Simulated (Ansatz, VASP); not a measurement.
**One calculation of AlRu, two programs**

```xyz
2
Lattice="3.0045 0.0000 0.0000 0.0000 3.0045 0.0000 0.0000 0.0000 3.0045" Properties=species:S:1:pos:R:3 pbc="T T T"
Al    0.0000    0.0000    0.0000
Ru    1.5023    1.5023    1.5023
```

Alike in both runs: task relaxation of cell and atoms; functional PBE; k mesh 18 × 18 × 18; occupations gaussian, width 0.1 eV; no spin polarisation.

|  | VASP | Ansatz |
| --- | --- | --- |
| version | VASP 6.6.1 | Ansatz 0.2.0 |
| potentials or method | VASP PAW PBE potentials, release 64 (Al, Ru_pv), cutoff 600 eV | scalar-relativistic, plane waves, PAW |
| valence electrons in the cell | 17 | 19 |

```csv
,VASP,Ansatz,Ansatz less VASP
"gap on the k mesh at the Fermi level, each at its own relaxed structure (eV)",none,none,-
relaxed volume (Å³/atom),13.55,13.55,+0.001
relaxed cell length with the largest relative difference (Å),3.003,3.003,+0.0001
```

A gap of «none» marks a metal or a gap that the smearing closes. VASP's potentials hold 17 valence electrons a cell and Ansatz's 19, so a difference there can come from the potentials and not from the codes.
